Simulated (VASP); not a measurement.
# Cu in VASP: single point with PBE

Aim: the single point of Cu with PBE.

Everything below comes from runs of VASP 6.6.1. Logs are shortened: lines on timing, memory, paths and dates and some standing lists are left out, and cuts for length are marked.

## (1) The cell of the first run

The cell holds a slab with vacuum, 4 atoms: a = 2.566 Å, b = 3.630 Å, c = 19.850 Å, α = 90.00°, β = 90.00°, γ = 90.00°.

## (2) Single point, PBE

The input, INCAR:

```
SYSTEM = Cu
  PREC = Accurate
  ENCUT = 520
  EDIFF = 1E-7
  ISMEAR = -1
  SIGMA = 0.05
  LREAL = .False.
  LASPH = .True.
  NELM = 100
  ALGO = Normal
  ISIF = 2
  LWAVE = .False.
  LCHARG = .False.
  GGA = PE
  NBANDS = 30
```

The input, KPOINTS:

```
regular mesh
0
Gamma
  16 11 1
  0 0 0
```

The input, POSCAR:

```
Cu
1.0
    2.5664536728      0.0000000000      0.0000000000
    0.0000000000      3.6295135912      0.0000000000
    0.0000000000      0.0000000000     19.8497000000
Cu
4
Direct
    0.2500000000      0.2500000000      0.4080151169
    0.7500000000      0.7500000000      0.4645130076
    0.2500000000      0.2500000000      0.5354868176
    0.7500000000      0.7500000000      0.5919850574
```

Potentials or basis: VASP PAW PBE potentials, release 64 (Cu).

Run with:

```
$ cat potpaw_PBE.64/Cu/POTCAR > POTCAR
$ mpirun -np 1 vasp_std > vasp.out
```

OUTCAR:

```text
SYSTEM = Cu
   PREC = Accurate
   ENCUT = 520
   EDIFF = 1E-7
   ISMEAR = -1
   LREAL = .False.
   LASPH = .True.
   NELM = 100
   ISIF = 2
   GGA = PE

 ion  position               nearest neighbor table
   1  0.250  0.250  0.408-   2 2.49   2 2.49   2 2.49   2 2.49   3 2.53
   2  0.750  0.750  0.465-   1 2.49   1 2.49   1 2.49   1 2.49   4 2.53   3 2.63   3 2.63   3 2.63
                             3 2.63
   3  0.250  0.250  0.535-   4 2.49   4 2.49   4 2.49   4 2.49   1 2.53   2 2.63   2 2.63   2 2.63
                             2 2.63
   4  0.750  0.750  0.592-   3 2.49   3 2.49   3 2.49   3 2.49   2 2.53

  LATTYP: Found a simple orthorhombic cell.
 ALAT       =     2.5664536728
 B/A-ratio  =     1.4142135623
 C/A-ratio  =     7.7342911779

  Lattice vectors:

 A1 = (   2.5664536728,   0.0000000000,   0.0000000000)
 A2 = (   0.0000000000,   3.6295135912,   0.0000000000)
 A3 = (   0.0000000000,   0.0000000000,  19.8497000000)

Analysis of symmetry for initial positions (statically):
=====================================================================
 Subroutine PRICEL returns:
 Original cell was already a primitive cell.

 Routine SETGRP: Setting up the symmetry group for a
 simple orthorhombic supercell.

 Subroutine GETGRP returns: Found  8 space group operations
 (whereof  2 operations were pure point group operations)
 out of a pool of  8 trial point group operations.

The static configuration has the point symmetry S_2 .
 The point group associated with its full space group is D_2h.

Analysis of symmetry for dynamics (positions and initial velocities):
=====================================================================
 Subroutine PRICEL returns:
 Original cell was already a primitive cell.

 Routine SETGRP: Setting up the symmetry group for a
 simple orthorhombic supercell.

 Subroutine GETGRP returns: Found  8 space group operations
 (whereof  2 operations were pure point group operations)
 out of a pool of  8 trial point group operations.

The dynamic configuration has the point symmetry S_2 .
 The point group associated with its full space group is D_2h.

 Subroutine INISYM returns: Found  8 space group operations
 (whereof  2 operations are pure point group operations),
 and found     1 'primitive' translations

----------------------------------------------------------------------------------------

                                     Primitive cell

  volume of cell :     184.8995

  direct lattice vectors                    reciprocal lattice vectors
     2.566453673  0.000000000  0.000000000     0.389642724  0.000000000  0.000000000
[... 87 lines left out ...]
   LASPH  =      T    aspherical Exc in radial PAW
   ENCUT  =  520.0 eV  38.22 Ry    6.18 a.u.   4.77  6.75 36.91*2*pi/ulx,y,z
   NELM   =    100;   NELMIN=  2; NELMDL= -5     # of ELM steps
   EDIFF  = 0.1E-06   stopping-criterion for ELM
   LREAL  =      F    real-space projection
   EDIFFG = 0.1E-05   stopping-criterion for IOM
   NSW    =      0    number of steps for IOM
   IBRION =     -1    ionic relax: 0-MD 1-quasi-New 2-CG
   NFREE  =      0    steps in history (QN), initial steepest desc. (CG)
   ISIF   =      2    stress and relaxation
   ISYM   =      2    0-nonsym 1-usesym 2-fastsym
   POTIM  = 0.5000    time-step for ionic-motion
   TEBEG  =    0.0;   TEEND  =   0.0 temperature during run
   PSTRESS=    0.0 pullay stress
   NELECT =      44.0000    total number of electrons
   NUPDOWN=      -1.0000    fix difference up-down
   EMIN   =  10.00;   EMAX   =-10.00  energy-range for DOS
   EFERMI =   0.00;   METHOD = LEGACY
   ISMEAR =    -1;   SIGMA  =   0.05  broadening in eV -4-tet -1-fermi 0-gaus
   EFERMI_NEDOS =   21; number of points for ismear=-14 and -15
   IALGO  =     38    algorithm
   IMIX   =      4    mixing-type and parameters
     AMIX     =   0.40;   BMIX     =  1.00
     AMIX_MAG =   1.60;   BMIX_MAG =  1.00
  volume/ion in A,a.u.               =      46.22       311.94
  Fermi-wavevector in a.u.,A,eV,Ry     =   1.014488  1.917105 14.002938  1.029187
  Thomas-Fermi vector in A             =   2.147719
   LORBIT       =      0    0 simple, 1 ext, 2 COOP (PROOUT), +10 PAW based schemes
   GGA     = PE    functional components
   LHFCALC =     F    Hartree Fock is set to
   AEXX    =    0.0000 exact exchange contribution
   IVDW    =     0    specifies the selected vdW correction
   LEPSILON=     F    determine dielectric tensor
   LRPA    =     F    only Hartree local field effects (RPA)
 non-spin polarized calculation
  energy-cutoff  :      520.00
  volume of cell :      184.90
 maximum number of plane-waves:      5014
 NGX is ok and might be reduce to    20
   NGX =  9   NGY = 13   NGZ = 73

 number of electron      43.9999911 magnetization

 Free energy of the ion-electron system (eV)
  ---------------------------------------------------
  ext. energy  EPLUGINS =         0.00000000
  ---------------------------------------------------
  free energy    TOTEN  =       -13.12568990 eV

  energy without entropy =      -13.11473244  energy(sigma->0) =      -13.12021117

 E-fermi :  -1.2997     XC(G=0):  -4.2520

 val. band max:       -1.3185491588   @ k =   0.4375   0.4545   0.0000
 cond. band min:      -1.2642284525   @ k =   0.0000   0.2727   0.0000
 fundamental gap:      0.0543207063
 Fermi energy:        -1.2997220800

 k-point     1 :       0.0000    0.0000    0.0000
  band No.  band energies     occupation
      1      -9.5235      2.00000
      2      -6.9591      2.00000
      3      -5.6637      2.00000
      4      -5.1295      2.00000
      5      -5.0948      2.00000
      6      -4.5134      2.00000
[... 781 lines left out ...]
     29       6.0154      0.00000
     30       6.1166      0.00000

 [... further k-points ...]
[... 5 lines left out ...]
  --------------------------------------------------------------------------------------
  -------------------------------------------------------------------------------------
  Total       -1.7110204     -0.8226752      0.0864265      0.0000000      0.0000000      0.0000000
  in kB      -14.8262035     -7.1285829      0.7488961      0.0000000      0.0000000      0.0000000
  external PRESSURE =      -7.0686301 kB  Pullay stress =       0.0000000 kB

 VOLUME and BASIS-vectors are now :
 -----------------------------------------------------------------------------
  energy-cutoff  :      520.00
  volume of cell :      184.90
      direct lattice vectors                 reciprocal lattice vectors
     2.566453673  0.000000000  0.000000000     0.389642724  0.000000000  0.000000000
     0.000000000  3.629513591  0.000000000     0.000000000  0.275519012  0.000000000
     0.000000000  0.000000000 19.849700000     0.000000000  0.000000000  0.050378595

 POSITION                                       TOTAL-FORCE (eV/Angst)
 -----------------------------------------------------------------------------------
      0.64161      0.90738      8.09898         0.000000      0.000000     -0.033096
      1.92484      2.72214      9.22044         0.000000      0.000000     -0.000022
      0.64161      0.90738     10.62925         0.000000      0.000000      0.000022
      1.92484      2.72214     11.75073         0.000000      0.000000      0.033096
 -----------------------------------------------------------------------------------
    total drift:                               -0.000000      0.000000      0.003424

  FREE ENERGIE OF THE ION-ELECTRON SYSTEM (eV)
  ---------------------------------------------------
  free  energy   TOTEN  =       -13.1256898978 eV

  energy  without entropy=      -13.1147324378  energy(sigma->0) =      -13.12021117
```

stdout:

```text
POSCAR found type information on POSCAR Cu
 POSCAR found :  1 types and       4 ions
 scaLAPACK will be used
 LDA part: xc-table for (Slater+PW92), standard interpolation
 POSCAR, INCAR and KPOINTS ok, starting setup
 FFT: planning ... GRIDC
 FFT: planning ... GRID_SOFT
 FFT: planning ... GRID
 WAVECAR not read
 entering main loop
```

It took 11 min on 1 thread of Intel Xeon 8259CL, shared host; peak memory 0.42 GiB.

What came out:

```
Free energy            : -13.1257 eV
Largest force          : 0.033 eV/Å
Band gap on the k mesh : zero (bands 22 and 23 overlap by 2.60 eV)
```

Forces on the atoms (eV/Å):
```
Cu   0.000  0.000 -0.033
Cu   0.000  0.000  0.000
Cu   0.000  0.000  0.000
Cu   0.000  0.000  0.033
```
